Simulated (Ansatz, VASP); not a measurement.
## Ta in VASP and in Ansatz

```
CELL_PARAMETERS angstrom
-1.65128 1.65128 1.62651
1.65128 -1.65128 1.62651
1.65128 1.65128 -1.62651
ATOMIC_POSITIONS crystal
Ta 0.00000 0.00000 0.00000
```

Change from the starting cell: strain +0.000 along x and y, -0.015 along z, atoms carried along.

Alike in both runs: task single point; functional PBEsol; k mesh 20 × 20 × 20; occupations gaussian, width 0.15 eV; no spin polarisation.

```csv
,VASP,Ansatz
version,VASP 6.6.1,Ansatz 0.2.0
potentials or method,"VASP PAW PBE potentials, release 64 (Ta_pv), cutoff 520 eV","scalar-relativistic, plane waves, PAW"
valence electrons in the cell,11,13
```

Ansatz gave:

* gap on the k mesh at the Fermi level (eV): none
* pressure (GPa): -0.7
* traceless stress, the component that is largest in VASP (GPa): 1.29

**Question.** Which values does VASP return?

**Answer.** gap on the k mesh at the Fermi level (eV): none; pressure (GPa): -0.5; traceless stress, the component that is largest in VASP (GPa): 1.29.

VASP's potentials were made for PBE, not for PBEsol. A gap of «none» marks a metal or a gap that the smearing closes. With one functional, cell and mesh, what is left measures potentials, basis and numerics. VASP's potentials hold 11 valence electrons a cell and Ansatz's 13, so a difference there can come from the potentials and not from the codes.

Spin-orbit coupling is off throughout.
